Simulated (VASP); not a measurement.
# Mg (R-3m) in VASP: notebook

Runs on Mg. Level: PBE. Tasks: single point.

Program: VASP 6.6.1. These are calculated values, not measurements. Logs are shortened: lines on timing, memory, paths and dates and some standing lists are left out, and cuts for length are marked.

## 1. The cell of the first run

Symmetry: R-3m, No. 166, trigonal system. The conventional cell has a = 3.184 Å, b = 3.184 Å, c = 22.396 Å, α = 90.00°, β = 90.00°, γ = 120.00°. Within 3.8 Å of Mg (site symmetry -3m) lie 12 Mg at 2.87 to 3.18 Å. Mg (site symmetry 3m) has 12 Mg at 2.87 to 3.58 Å within 3.8 Å.

## 2. Single point, PBE (strained and its atoms moved)

Input file INCAR:

```
PREC = Accurate ; ENCUT = 520
EDIFF = 1E-6 ; ISMEAR = 0
SIGMA = 0.1 ; LREAL = False
LASPH = True ; NELM = 100
ALGO = Normal ; ISIF = 2
LWAVE = False ; LCHARG = False
GGA = PE ; NBANDS = 10
```

Input file KPOINTS:

```
Automatic mesh
0
Gamma
  15 15 15
```

Input file POSCAR:

```
Mg
1.0
    1.5919457479      0.9191103061      7.4652620646
   -1.5919457479      0.9191103061      7.4652620646
    0.0000000000     -1.8382206122      7.4652620646
Mg
3
Direct
    0.0000000000      0.0000000000      0.0000000000
    0.2351906158      0.2351906158      0.2351906158
    0.7648093842      0.7648093842      0.7648093842
```

Potentials or basis: VASP PAW PBE potentials, release 64 (Mg).

On the command line:

```
$ cat potpaw_PBE.64/Mg/POTCAR > POTCAR
$ mpirun -np 1 vasp_std > vasp.out
```

OUTCAR:

```text
PREC = Accurate
   ENCUT = 520
   EDIFF = 1E-6
   ISMEAR = 0
   LREAL = False
   LASPH = True
   NELM = 100
   ISIF = 2
   GGA = PE

 ion  position               nearest neighbor table
   1  0.000  0.000  0.000-   3 2.87   3 2.87   2 2.87   2 2.87   3 2.87   2 2.87
   2  0.235  0.235  0.235-   1 2.87   1 2.87   1 2.87   3 3.58   3 3.58   3 3.58
   3  0.765  0.765  0.765-   1 2.87   1 2.87   1 2.87   2 3.58   2 3.58   2 3.58

  LATTYP: Found a trigonal (rhomboedric) cell.
 ALAT       =     7.6882503024
 COS(alpha) =     0.9142505202

  Lattice vectors:

 A1 = (   1.5919457479,   0.9191103061,   7.4652620646)
 A2 = (  -1.5919457479,   0.9191103061,   7.4652620646)
 A3 = (   0.0000000000,  -1.8382206122,   7.4652620646)

Analysis of symmetry for initial positions (statically):
=====================================================================
 Subroutine PRICEL returns:
 Original cell was already a primitive cell.

 Routine SETGRP: Setting up the symmetry group for a
 trigonal (rhombohedral) supercell.

 Subroutine GETGRP returns: Found 12 space group operations
 (whereof 12 operations were pure point group operations)
 out of a pool of 12 trial point group operations.

The static configuration has the point symmetry D_3d.

Analysis of symmetry for dynamics (positions and initial velocities):
=====================================================================
 Subroutine PRICEL returns:
 Original cell was already a primitive cell.

 Routine SETGRP: Setting up the symmetry group for a
 trigonal (rhombohedral) supercell.

 Subroutine GETGRP returns: Found 12 space group operations
 (whereof 12 operations were pure point group operations)
 out of a pool of 12 trial point group operations.

The dynamic configuration has the point symmetry D_3d.

 Subroutine INISYM returns: Found 12 space group operations
 (whereof 12 operations are pure point group operations),
 and found     1 'primitive' translations

----------------------------------------------------------------------------------------

                                     Primitive cell

  volume of cell :      65.5379

  direct lattice vectors                    reciprocal lattice vectors
     1.591945748  0.919110306  7.465262065     0.314081055  0.181334782  0.044651257
    -1.591945748  0.919110306  7.465262065    -0.314081055  0.181334782  0.044651257
     0.000000000 -1.838220612  7.465262065     0.000000000 -0.362669563  0.044651257

  length of vectors
     7.688250302  7.688250302  7.688250302     0.365407918  0.365407918  0.365407918

  position of ions in fractional coordinates (direct lattice)
     0.000000000  0.000000000  0.000000000
     0.235190616  0.235190616  0.235190616
     0.764809384  0.764809384  0.764809384

  ion indices of the primitive-cell ions
   primitive index   ion index
                 1           1
                 2           2
                 3           3

----------------------------------------------------------------------------------------

 KPOINTS: Automatic mesh

Automatic generation of k-mesh.
 Grid dimensions read from file:
 generate k-points for:   15   15   15

 Generating k-lattice:

  Cartesian coordinates                     Fractional coordinates (reciprocal lattice)
     0.020938737  0.012088985  0.002976750     0.066666667 -0.000000000 -0.000000000
    -0.020938737  0.012088985  0.002976750    -0.000000000  0.066666667 -0.000000000
     0.000000000 -0.024177971  0.002976750    -0.000000000 -0.000000000  0.066666667

  Length of vectors
     0.024360528  0.024360528  0.024360528

  Shift w.r.t. Gamma in fractional coordinates (k-lattice)
     0.000000000  0.000000000  0.000000000

 Subroutine IBZKPT returns following result:
 ===========================================

 Found    344 irreducible k-points:

 Following reciprocal coordinates:
            Coordinates               Weight
  0.000000  0.000000  0.000000      1.000000
  0.066667 -0.000000 -0.000000      6.000000
  0.133333 -0.000000  0.000000      6.000000
  0.200000 -0.000000  0.000000      6.000000
  0.266667 -0.000000  0.000000      6.000000
  0.333333 -0.000000  0.000000      6.000000
[... 16 lines left out ...]
  0.133333  0.133333  0.000000      6.000000
  0.200000  0.133333  0.000000     12.000000
 [... further k-points ...]
   k-points           NKPTS =    344   k-points in BZ     NKDIM =    344   number of bands    NBANDS=     10
   number of dos      NEDOS =    301   number of ions     NIONS =      3
   total plane-waves  NPLWV = 216000
   dimension x,y,z NGX =    60 NGY =   60 NGZ =   60
   dimension x,y,z NGXF=   120 NGYF=  120 NGZF=  120
   ions per type =               3
   NGX,Y,Z   is equivalent  to a cutoff of  12.97, 12.97, 12.97 a.u.
   NGXF,Y,Z  is equivalent  to a cutoff of  25.95, 25.95, 25.95 a.u.
 SYSTEM =  unknown system
   PREC   = accura    normal or accurate (medium, high low for compatibility)
   ISTART =      0    job   : 0-new  1-cont  2-samecut
   ICHARG =      2    charge: 1-file 2-atom 10-const
   ISPIN  =      1    spin polarized calculation?
   LNONCOLLINEAR =      F non collinear calculations
   LSORBIT =      F    spin-orbit coupling
   LASPH  =      T    aspherical Exc in radial PAW
   ENCUT  =  520.0 eV  38.22 Ry    6.18 a.u.  14.30 14.30 14.30*2*pi/ulx,y,z
   NELM   =    100;   NELMIN=  2; NELMDL= -5     # of ELM steps
   EDIFF  = 0.1E-05   stopping-criterion for ELM
   LREAL  =      F    real-space projection
   EDIFFG = 0.1E-04   stopping-criterion for IOM
   NSW    =      0    number of steps for IOM
   IBRION =     -1    ionic relax: 0-MD 1-quasi-New 2-CG
   NFREE  =      0    steps in history (QN), initial steepest desc. (CG)
   ISIF   =      2    stress and relaxation
   ISYM   =      2    0-nonsym 1-usesym 2-fastsym
   POTIM  = 0.5000    time-step for ionic-motion
   TEBEG  =    0.0;   TEEND  =   0.0 temperature during run
   PSTRESS=    0.0 pullay stress
   NELECT =       6.0000    total number of electrons
   NUPDOWN=      -1.0000    fix difference up-down
   EMIN   =  10.00;   EMAX   =-10.00  energy-range for DOS
   EFERMI =   0.00;   METHOD = LEGACY
   ISMEAR =     0;   SIGMA  =   0.10  broadening in eV -4-tet -1-fermi 0-gaus
   EFERMI_NEDOS =   21; number of points for ismear=-14 and -15
   IALGO  =     38    algorithm
   IMIX   =      4    mixing-type and parameters
     AMIX     =   0.40;   BMIX     =  1.00
     AMIX_MAG =   1.60;   BMIX_MAG =  1.00
  volume/ion in A,a.u.               =      21.85       147.42
  Fermi-wavevector in a.u.,A,eV,Ry     =   0.737838  1.394312  7.407084  0.544405
  Thomas-Fermi vector in A             =   1.831616
   LORBIT       =      0    0 simple, 1 ext, 2 COOP (PROOUT), +10 PAW based schemes
   GGA     = PE    functional components
   LHFCALC =     F    Hartree Fock is set to
   AEXX    =    0.0000 exact exchange contribution
   IVDW    =     0    specifies the selected vdW correction
   LEPSILON=     F    determine dielectric tensor
   LRPA    =     F    only Hartree local field effects (RPA)
 non-spin polarized calculation
 Gauss-broadening in eV      SIGMA  =   0.10
  energy-cutoff  :      520.00
  volume of cell :       65.54
 maximum number of plane-waves:      1784
 NGX is ok and might be reduce to    60
   NGX = 29   NGY = 29   NGZ = 29

 number of electron       6.0000000 magnetization

 Free energy of the ion-electron system (eV)
  ---------------------------------------------------
  ext. energy  EPLUGINS =         0.00000000
  ---------------------------------------------------
  free energy    TOTEN  =        -4.08088411 eV

  energy without entropy =       -4.07582735  energy(sigma->0) =       -4.07835573

 E-fermi :   2.8809     XC(G=0):  -8.6093

 val. band max:        2.8720478496   @ k =  -0.4000  -0.4000   0.1333
 cond. band min:       2.8845931221   @ k =  -0.2667   0.3333   0.0667
 fundamental gap:      0.0125452725
 Fermi energy:         2.8809155632

 k-point     1 :       0.0000    0.0000    0.0000
  band No.  band energies     occupation
      1      -4.4099      2.00000
      2      -1.9181      2.00000
      3      -1.1164      2.00000
      4       5.8524      0.00000
      5       6.3360      0.00000
      6      13.4752      0.00000
      7      13.4752      0.00000
      8      13.6883      0.00000
      9      13.6883      0.00000
     10      14.4367      0.00000

 k-point     2 :       0.0667   -0.0000   -0.0000
  band No.  band energies     occupation
      1      -4.3208      2.00000
      2      -1.8469      2.00000
      3      -1.0139      2.00000
      4       5.8446      0.00000
      5       6.4898      0.00000
      6      11.8524      0.00000
      7      12.5952      0.00000
      8      12.9835      0.00000
      9      13.6191      0.00000
     10      13.7331      0.00000

 k-point     3 :       0.1333   -0.0000    0.0000
  band No.  band energies     occupation
      1      -4.0539      2.00000
      2      -1.6303      2.00000
      3      -0.7104      2.00000
      4       5.8900      0.00000
      5       6.8672      0.00000
      6       9.8469      0.00000
      7      11.1042      0.00000
      8      11.7457      0.00000
      9      12.6217      0.00000
     10      12.8699      0.00000
[... 248 lines left out ...]
 k-point    23 :       0.1333    0.1333    0.0000
  band No.  band energies     occupation
      1      -4.0413      2.00000
      2      -1.7590      2.00000
      3      -0.5497      2.00000
      4       5.5122      0.00000
      5       7.2400      0.00000
      6      10.0177      0.00000
      7      10.8721      0.00000
      8      11.6651      0.00000
      9      12.5445      0.00000
     10      13.1390      0.00000

 k-point    24 :       0.2000    0.1333    0.0000
  band No.  band energies     occupation
      1      -3.7692      2.00000
      2      -1.5788      2.00000
      3      -0.1956      2.00000
      4       5.5312      0.00000
      5       7.5369      0.00000
      6       9.2165      0.00000
      7       9.7523      0.00000
      8      10.1818      0.00000
      9      11.7863      0.00000
     10      13.2446      0.00000

 [... further k-points ...]

------------------------ aborting loop because EDIFF is reached ----------------------------------------

  FORCE on cell =-STRESS in cart. coord.  units (eV):
  Direction    XX          YY          ZZ          XY          YZ          ZX
  --------------------------------------------------------------------------------------
  -------------------------------------------------------------------------------------
  Total        1.2064144      1.2064144      3.1793234      0.0000000      0.0000000      0.0000000
  in kB       29.4927228     29.4927228     77.7236300      0.0000000      0.0000000      0.0000000
  external PRESSURE =      45.5696919 kB  Pullay stress =       0.0000000 kB

 VOLUME and BASIS-vectors are now :
 -----------------------------------------------------------------------------
  energy-cutoff  :      520.00
  volume of cell :       65.54
      direct lattice vectors                 reciprocal lattice vectors
     1.591945748  0.919110306  7.465262065     0.314081055  0.181334782  0.044651257
    -1.591945748  0.919110306  7.465262065    -0.314081055  0.181334782  0.044651257
     0.000000000 -1.838220612  7.465262065     0.000000000 -0.362669563  0.044651257

 POSITION                                       TOTAL-FORCE (eV/Angst)
 -----------------------------------------------------------------------------------
      0.00000      0.00000      0.00000        -0.000000      0.000000     -0.000000
      0.00000      0.00000      5.26728         0.000000      0.000000     -1.308887
      0.00000      0.00000     17.12851         0.000000      0.000000      1.308887
 -----------------------------------------------------------------------------------
    total drift:                               -0.000000     -0.000000      0.000000

  FREE ENERGIE OF THE ION-ELECTRON SYSTEM (eV)
  ---------------------------------------------------
  free  energy   TOTEN  =        -4.0808841123 eV

  energy  without entropy=       -4.0758273470  energy(sigma->0) =       -4.07835573
```

Run time: 15 min. Hardware: 1 thread of AMD EPYC 7R43 (Zen 3), shared host; peak memory 0.54 GiB.

What came out:

```
Free energy            : -4.0809 eV
Pressure               : 4.6 GPa
Largest force          : 1.309 eV/Å
Band gap on the k mesh : zero (bands 3 and 4 overlap by 1.61 eV)
```

Forces on the atoms (eV/Å):
```
Mg   0.000  0.000  0.000
Mg   0.000  0.000 -1.309
Mg   0.000  0.000  1.309
```

Caveat: the cell differs from its parent crystal (strained and its atoms moved); the cell stands under pressure; forces of over 1 eV/Å act on the atoms, so gaps and moduli don't describe the material at rest.

## 3. Single point, PBE (strained and its atoms moved)

Input file INCAR:

```
PREC = Accurate ; ENCUT = 520
EDIFF = 1E-6 ; ISMEAR = 0
SIGMA = 0.1 ; LREAL = F
LASPH = T ; NELM = 100
ALGO = Normal ; ISIF = 2
LWAVE = F ; LCHARG = F
GGA = PE ; NBANDS = 10
```

Input file KPOINTS:

```
regular mesh
0
Gamma
  15 15 15
```

Input file POSCAR:

```
Mg
1.0
    1.5405495024      0.8894366699      7.6787796628
   -1.5405495024      0.8894366699      7.6787796628
    0.0000000000     -1.7788733398      7.6787796628
Mg
3
Direct
    0.0000000000      0.0000000000      0.0000000000
    0.2139825745      0.2139825745      0.2139825745
    0.7860174255      0.7860174255      0.7860174255
```

Potentials or basis: VASP PAW PBE potentials, release 64 (Mg).

On the command line:

```
$ cat potpaw_PBE.64/Mg/POTCAR > POTCAR
$ mpirun -np 1 vasp_std > vasp.out
```

Wall time 19 min (1 thread of AMD EPYC 7R43 (Zen 3), shared host); peak memory 0.55 GiB.

Results (log left out):

| Item | Value |
| --- | --- |
| Free energy | -4.2380 eV |
| Pressure | 5.0 GPa |
| Largest force | 1.242 eV/Å |
| Band gap on the k mesh | zero (bands 3 and 4 overlap by 2.28 eV) |

Forces in eV/Å, atoms in the order of the input:
```
Mg   0.000  0.000  0.000
Mg   0.000  0.000  1.242
Mg   0.000  0.000 -1.242
```

Stress tensor (GPa, compression positive):
```
5.18 0.00 0.00
0.00 5.18 0.00
0.00 0.00 4.69
```

Levels at points of the mesh, in eV from the Fermi level:
```tsv
k point	band 1	band 2	band 3	band 4	band 5	band 6	band 7
(0.00, 0.00, 0.00)	-7.34	-4.95	-4.47	2.42	2.63	11.69	11.69
```

Caveat: the cell differs from its parent crystal (strained and its atoms moved); the cell stands under pressure; forces of over 1 eV/Å act on the atoms, so gaps and moduli don't describe the material at rest.
